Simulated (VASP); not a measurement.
Input of a VASP 6.6.1 run:

The input INCAR:

```
SYSTEM = RbHoBr4
PREC = Accurate
ENCUT = 500
EDIFF = 1E-7
ISMEAR = 0
SIGMA = 0.1
LREAL = .FALSE.
LASPH = .TRUE.
NELM = 200
ALGO = Normal
ISIF = 3
LWAVE = .FALSE.
LCHARG = .FALSE.
GGA = PE
IBRION = 2
NSW = 90
EDIFFG = -0.04
GGA_COMPAT = .FALSE.
NELMIN = 4
LMAXMIX = 6
```

File KPOINTS:

```
Automatic mesh
0
G
  4 4 2
  0 0 0
```

POSCAR

```
RbHoBr4
1.0
    4.5840927600      0.0000000000      0.0000000000
    0.0000000000      4.5840927600      0.0000000000
    0.0000000000      0.0000000000      7.8860550400
Rb Ho Br
1 1 4
Direct
    0.0000000000      0.0000000000      0.0000000000
    0.5000000000      0.5000000000      0.5000000000
    0.5000000000      0.5000000000      0.7816317100
    0.5000000000      0.5000000000      0.2183682900
    0.5000000000      0.0000000000      0.5000000000
    0.0000000000      0.5000000000      0.5000000000
```

Potentials or basis: VASP PAW PBE potentials, release 64 (Rb_sv, Ho_3, Br), 4f in core.

Launch:

```bash
$ cat potpaw_PBE.64/Rb_sv/POTCAR potpaw_PBE.64/Ho_3/POTCAR potpaw_PBE.64/Br/POTCAR > POTCAR
$ mpirun -np 1 vasp_std > vasp.out
```

Task: What does it give for the relaxed cell?

Result: a = 5.530 Å, b = 5.530 Å, c = 9.083 Å, α = 90.00°, β = 90.00°, γ = 90.00°.

Task: Predict the relaxed volume.

Result: 46.29 Å³/atom.

Task: Predict the band gap on the k mesh.

Result: 3.24 eV.

Task: Estimate the space group after relaxing (to 0.1 Å).

Result: P4/mmm (No. 123).

Stress tensor (GPa, compression positive):
```
-0.03  0.00  0.00
 0.00 -0.03  0.00
 0.00  0.00  0.08
```

Caveat: the volume moved by over 15 % at a fixed basis, so the end points are rough; spin-orbit coupling is left out, which moves the levels of the heavy elements; the 4f electrons are frozen in the core, so they carry no moment and show no levels. Spin polarisation is off, so any magnetic state and its effect on volume and gap are missing.
